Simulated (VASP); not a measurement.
# SnO2 (Fm-3m) in VASP: notebook

The runs below take SnO2 through relaxation of cell and atoms, single point, with r2SCAN, PBE.

Everything below comes from runs of VASP 6.6.1. Logs are shortened: lines on timing, memory, paths and dates and some standing lists are left out, and cuts for length are marked.

**1. The cell of the first run**

The structure is cubic, space group Fm-3m (No. 225). The conventional cell has a = 5.144 Å, b = 5.144 Å, c = 5.144 Å, α = 90.00°, β = 90.00°, γ = 90.00°. Sn (site symmetry m-3m) has 8 O at 2.23 Å within 2.9 Å. O (site symmetry -43m) has 4 Sn at 2.23 Å and 6 O at 2.57 Å within 2.9 Å.

**2. Relaxation of cell and atoms, r2SCAN**

The input, POSCAR:

```
SnO2
1.0
    0.0000000000      2.5720474467      2.5720474467
    2.5720474467      0.0000000000      2.5720474467
    2.5720474467      2.5720474467      0.0000000000
Sn O
1 2
Direct
    0.0000000000      0.0000000000      0.0000000000
    0.2500000000      0.2500000000      0.2500000000
    0.7500000000      0.7500000000      0.7500000000
```

The input, INCAR.step1:

```
PREC = Accurate ; ENCUT = 600
ISMEAR = -1 ; SIGMA = 0.02
LREAL = F ; LASPH = T
NELM = 100 ; GGA = PE
ALGO = Normal ; EDIFF = 1E-4
LWAVE = T ; LCHARG = F
```

The input, INCAR.step2:

```
PREC = Accurate ; ENCUT = 600
EDIFF = 1E-7 ; ISMEAR = -1
SIGMA = 0.02 ; LREAL = F
LASPH = T ; NELM = 100
ALGO = Normal ; ISIF = 3
LWAVE = F ; LCHARG = F
METAGGA = R2SCAN ; LMIXTAU = T
IBRION = 2 ; NSW = 80
EDIFFG = -0.005 ; ISTART = 1
```

The input, KPOINTS:

```
Automatic mesh
0
Gamma
  8 8 8
```

Potentials or basis: VASP PAW PBE potentials, release 64 (Sn_d, O).

On the command line:

```
cat potpaw_PBE.64/Sn_d/POTCAR potpaw_PBE.64/O/POTCAR > POTCAR
cp INCAR.step1 INCAR
mpirun -np 1 vasp_std > vasp.out
cp INCAR.step2 INCAR
mpirun -np 1 vasp_std > vasp.out
```

OUTCAR:

```text
PREC = Accurate
   ENCUT = 600
   EDIFF = 1E-7
   ISMEAR = -1
   LREAL = F
   LASPH = T
   NELM = 100
   ISIF = 3
   METAGGA = R2SCAN
   IBRION = 2
   NSW = 80
   EDIFFG = -0.005
   ISTART = 1

 ion  position               nearest neighbor table
   1  0.000  0.000  0.000-   3 2.23   3 2.23   3 2.23   2 2.23   3 2.23   2 2.23   2 2.23   2 2.23

   2  0.250  0.250  0.250-   1 2.23   1 2.23   1 2.23   1 2.23
   3  0.750  0.750  0.750-   1 2.23   1 2.23   1 2.23   1 2.23

  LATTYP: Found a face centered cubic cell.
 ALAT       =     5.1440948934

  Lattice vectors:

 A1 = (   0.0000000000,   2.5720474467,   2.5720474467)
 A2 = (   2.5720474467,   0.0000000000,   2.5720474467)
 A3 = (   2.5720474467,   2.5720474467,   0.0000000000)

Analysis of symmetry for initial positions (statically):
=====================================================================
 Subroutine PRICEL returns:
 Original cell was already a primitive cell.

 Routine SETGRP: Setting up the symmetry group for a
 face centered cubic supercell.

 Subroutine GETGRP returns: Found 48 space group operations
 (whereof 48 operations were pure point group operations)
 out of a pool of 48 trial point group operations.

The static configuration has the point symmetry O_h .

Analysis of symmetry for dynamics (positions and initial velocities):
=====================================================================
 Subroutine PRICEL returns:
 Original cell was already a primitive cell.

 Routine SETGRP: Setting up the symmetry group for a
 face centered cubic supercell.

 Subroutine GETGRP returns: Found 48 space group operations
 (whereof 48 operations were pure point group operations)
 out of a pool of 48 trial point group operations.

The dynamic configuration has the point symmetry O_h .

 Subroutine INISYM returns: Found 48 space group operations
 (whereof 48 operations are pure point group operations),
 and found     1 'primitive' translations

----------------------------------------------------------------------------------------

                                     Primitive cell

  volume of cell :      34.0304

  direct lattice vectors                    reciprocal lattice vectors
[... 94 lines left out ...]
   NFREE  =      1    steps in history (QN), initial steepest desc. (CG)
   ISIF   =      3    stress and relaxation
   ISYM   =      2    0-nonsym 1-usesym 2-fastsym
   POTIM  = 0.5000    time-step for ionic-motion
   TEBEG  =    0.0;   TEEND  =   0.0 temperature during run
   PSTRESS=    0.0 pullay stress
   NELECT =      26.0000    total number of electrons
   NUPDOWN=      -1.0000    fix difference up-down
   EMIN   =  10.00;   EMAX   =-10.00  energy-range for DOS
   EFERMI =   0.00;   METHOD = LEGACY
   ISMEAR =    -1;   SIGMA  =   0.02  broadening in eV -4-tet -1-fermi 0-gaus
   EFERMI_NEDOS =   21; number of points for ismear=-14 and -15
   IALGO  =     38    algorithm
   IMIX   =      4    mixing-type and parameters
     AMIX     =   0.40;   BMIX     =  1.00
     AMIX_MAG =   1.60;   BMIX_MAG =  1.00
  volume/ion in A,a.u.               =      11.34        76.55
  Fermi-wavevector in a.u.,A,eV,Ry     =   1.496616  2.828194 30.475127  2.239859
  Thomas-Fermi vector in A             =   2.608609
   LORBIT       =      0    0 simple, 1 ext, 2 COOP (PROOUT), +10 PAW based schemes
   METAGGA = R2SCAN    functional components
   LHFCALC =     F    Hartree Fock is set to
   AEXX    =    0.0000 exact exchange contribution
   IVDW    =     0    specifies the selected vdW correction
   LEPSILON=     F    determine dielectric tensor
   LRPA    =     F    only Hartree local field effects (RPA)
 conjugate gradient relaxation of ions
 non-spin polarized calculation
  energy-cutoff  :      600.00
  volume of cell :       34.03
 maximum number of plane-waves:      1158
 NGX is ok and might be reduce to    30
   NGX = 15   NGY = 15   NGZ = 15

--------------------------------------- Ionic step        1  -------------------------------------------

 number of electron      25.9999996 magnetization

 Free energy of the ion-electron system (eV)
  ---------------------------------------------------
  ext. energy  EPLUGINS =         0.00000000
  ---------------------------------------------------
  free energy    TOTEN  =       -41.45787655 eV

  energy without entropy =      -41.45787627  energy(sigma->0) =      -41.45787641

------------------------ aborting loop because EDIFF is reached ----------------------------------------

  FORCE on cell =-STRESS in cart. coord.  units (eV):
  Direction    XX          YY          ZZ          XY          YZ          ZX
  --------------------------------------------------------------------------------------
  -------------------------------------------------------------------------------------
  Total       -1.7646364     -1.7646364     -1.7646364     -0.0000000      0.0000000      0.0000000
  in kB      -83.0804603    -83.0804603    -83.0804603     -0.0000000      0.0000000      0.0000000
  external PRESSURE =     -83.0804603 kB  Pullay stress =       0.0000000 kB
[... 172 lines left out ...]
--------------------------------------- Ionic step        6  -------------------------------------------

 number of electron      25.9999999 magnetization

 Free energy of the ion-electron system (eV)
  ---------------------------------------------------
  ext. energy  EPLUGINS =         0.00000000
  ---------------------------------------------------
  free energy    TOTEN  =       -41.49417110 eV

  energy without entropy =      -41.49417110  energy(sigma->0) =      -41.49417110

 E-fermi :   8.0716     XC(G=0): -12.7362

 val. band max:        7.6329798407   @ k =  -0.2500   0.5000   0.2500
 cond. band min:       8.4393443557   @ k =   0.0000   0.0000   0.0000
 fundamental gap:      0.8063645150
 Fermi energy:         8.0716301622

 k-point     1 :       0.0000    0.0000    0.0000
  band No.  band energies     occupation
      1     -13.5200      2.00000
      2     -13.5200      2.00000
      3     -13.5200      2.00000
      4     -13.3367      2.00000
      5     -13.3367      2.00000
      6     -13.0110      2.00000
[... 457 lines left out ...]
      4     -13.3586      2.00000
      5     -13.3159      2.00000
      6     -10.4789      2.00000
[... 9 lines left out ...]
     16      18.5711      0.00000
     17      19.7076      0.00000

 [... further k-points ...]

------------------------ aborting loop because EDIFF is reached ----------------------------------------

  FORCE on cell =-STRESS in cart. coord.  units (eV):
  Direction    XX          YY          ZZ          XY          YZ          ZX
  --------------------------------------------------------------------------------------
  -------------------------------------------------------------------------------------
  Total       -0.0040300     -0.0040300     -0.0040300      0.0000000      0.0000000      0.0000000
  in kB       -0.1975583     -0.1975583     -0.1975583      0.0000000      0.0000000      0.0000000
  external PRESSURE =      -0.1975583 kB  Pullay stress =       0.0000000 kB
[... 18 lines left out ...]
  FREE ENERGIE OF THE ION-ELECTRON SYSTEM (eV)
  ---------------------------------------------------
  free  energy   TOTEN  =       -41.4941711023 eV

  energy  without entropy=      -41.4941711023  energy(sigma->0) =      -41.49417110

 reached required accuracy - stopping structural energy minimisation
```

OUTCAR.step1:

```text
PREC = Accurate
   ENCUT = 600
   ISMEAR = -1
   LREAL = F
   LASPH = T
[... 705 lines left out ...]
      0.00000      0.00000      0.00000        -0.000000     -0.000000     -0.000000
      1.28602      1.28602      1.28602         0.000000      0.000000      0.000000
      3.85807      3.85807      3.85807        -0.000000     -0.000000     -0.000000
 -----------------------------------------------------------------------------------
    total drift:                                0.000000     -0.000000     -0.000000

  FREE ENERGIE OF THE ION-ELECTRON SYSTEM (eV)
  ---------------------------------------------------
  free  energy   TOTEN  =       -17.9216030562 eV

  energy  without entropy=      -17.9213237622  energy(sigma->0) =      -17.92146341
```

OSZICAR.step1:

```text
N       E                     dE             d eps       ncg     rms          rms(c)
DAV:   1     0.252017453655E+03    0.25202E+03   -0.15295E+04  1026   0.260E+03
DAV:   2     0.376529475823E+01   -0.24825E+03   -0.24137E+03  1114   0.540E+02
DAV:   3    -0.203836556738E+02   -0.24149E+02   -0.23882E+02  1122   0.153E+02
DAV:   4    -0.210379770542E+02   -0.65432E+00   -0.65318E+00  1169   0.260E+01
DAV:   5    -0.210501694037E+02   -0.12192E-01   -0.12191E-01  1300   0.357E+00    0.107E+01
DAV:   6    -0.179175372723E+02    0.31326E+01   -0.13755E+01  1464   0.673E+01    0.383E+00
DAV:   7    -0.179357965012E+02   -0.18259E-01   -0.68527E-01  1019   0.672E+00    0.193E+00
DAV:   8    -0.179238512804E+02    0.11945E-01   -0.90637E-02  1124   0.324E+00    0.395E-01
DAV:   9    -0.179210425645E+02    0.28087E-02   -0.19029E-02  1478   0.200E+00    0.848E-02
DAV:  10    -0.179216131842E+02   -0.57062E-03   -0.16059E-03  1068   0.528E-01    0.314E-02
DAV:  11    -0.179216030562E+02    0.10128E-04   -0.11835E-04   895   0.204E-01
   1 F= -.17921603E+02 E0= -.17921463E+02  d E =-.279294E-03
```

It took 5.1 min on 1 thread of Intel Xeon Platinum 8488C (Sapphire Rapids), shared host; peak memory 0.19 GiB.

What came out:

```yaml
Free_energy: -41.4942 eV
Relaxed_volume: 10.89 Å³/atom
Relaxed_cell: a = 3.589 Å, b = 3.589 Å, c = 3.589 Å, α = 60.00°, β = 60.00°, γ = 60.00°
Space_group_after_relaxing_to_0.1_Å: Fm-3m (No. 225)
Energy_gained_by_relaxing: 12.1 meV/atom
Ionic_steps: 6
Pressure_after_relaxing: 0.0 GPa
Band_gap_on_the_k_mesh: 0.81 eV (least direct gap 2.23 eV)
```

The path:
| step | energy change (eV) | largest force (eV/Å) | pressure (GPa) | volume (Å³) |
| --- | --- | --- | --- | --- |
| 1 | 0.0000 | 0.0000 | -8.31 | 34.03 |
| 2 | 0.0146 | 0.0000 | 11.59 | 31.21 |
| 3 | -0.0363 | 0.0000 | -0.11 | 32.70 |
| 4 | -0.0363 | 0.0000 | 0.08 | 32.67 |
| 5 | -0.0363 | 0.0000 | -0.07 | 32.69 |
| 6 | -0.0363 | 0.0000 | -0.02 | 32.68 |

Final structure:
```
Sn O
1.0
     0.00000    2.53765    2.53765
     2.53765    0.00000    2.53765
     2.53765    2.53765    0.00000
Sn O
1 2
Cartesian
  2.5377 0.0000 2.5377
  1.2688 1.2688 1.2688
  3.8065 3.8065 3.8065
```

Levels at points of the mesh, in eV from the valence-band top:
```
           k point  band 11  band 12  band 13  band 14  band 15  band 16
(0.00, 0.00, 0.00)    -1.43    -1.43    -1.43     0.81     7.87     7.87
(0.50, 0.00, 0.00)    -3.46    -2.19    -2.19     5.49     8.60    11.35
(0.50, 0.50, 0.00)    -0.21    -0.21    -0.13     3.83     8.05    10.46
```

Caveat: the PAW data sets were made with another functional, which shifts forces and pressure a little; spin-orbit coupling is left out, which moves the levels of the heavy elements. A k mesh can miss the band edges.

**3. Single point, PBE, non-collinear spin, zero start, spin-orbit coupling**

This run uses another cell than the first one, of 10.84 Å³/atom.

The input, INCAR:

```
SYSTEM = SnO2
PREC     = Accurate       ! precision mode
ENCUT    = 520            ! plane-wave cutoff, eV
EDIFF    = 1E-6           ! SCF threshold, eV
ISMEAR   = -1             ! smearing method
SIGMA    = 0.02           ! smearing width, eV
LREAL    = .FALSE.        ! projectors in reciprocal space
LASPH    = .TRUE.         ! aspherical terms in the spheres
NELM     = 150            ! most SCF steps
ALGO     = Normal         ! electronic algorithm
ISIF     = 2              ! what is computed and relaxed
LWAVE    = .FALSE.        ! write WAVECAR
LCHARG   = .FALSE.        ! write CHGCAR
MAGMOM   = 0 0 0 0 0 0 0 0 0 ! initial moments
LORBIT   = 11             ! projections on sites
LSORBIT  = .TRUE.         ! spin-orbit coupling
GGA_COMPAT= .FALSE.      
LORBMOM  = .TRUE.       
GGA      = PE             ! functional
NBANDS   = 39             ! bands
```

The input, KPOINTS:

```
Automatic mesh
0
G
  8 8 8
  0 0 0
```

The input, POSCAR:

```
SnO2
1.0
    0.0000000000      2.5334667554      2.5334667554
    2.5334667554      0.0000000000      2.5334667554
    2.5334667554      2.5334667554      0.0000000000
Sn O
1 2
Direct
    0.0000000000      0.0000000000      0.0000000000
    0.2500000000      0.2500000000      0.2500000000
    0.7500000000      0.7500000000      0.7500000000
```

Potentials or basis: VASP PAW PBE potentials, release 64 (Sn_d, O).

On the command line:

```
cat potpaw_PBE.64/Sn_d/POTCAR potpaw_PBE.64/O/POTCAR > POTCAR
mpirun -np 1 vasp_ncl > vasp.out
```

Run time: 73 s. Hardware: 1 thread of Intel Xeon Platinum 8488C (Sapphire Rapids), shared host; peak memory 0.27 GiB.

Results (log left out):

```
Free energy                                           : -17.9027 eV
Pressure                                              : 10.0 GPa
Net moment                                            : 0.00 μB per cell
Valence electrons inside the program's atomic spheres : Sn 12.10; O 5.06
```

Moments on the atoms (μB; x, y, z):
```
Sn  0.00 0.00 0.00
O   0.00 0.00 0.00
O   0.00 0.00 0.00
```

Caveat: the cell stands under pressure.
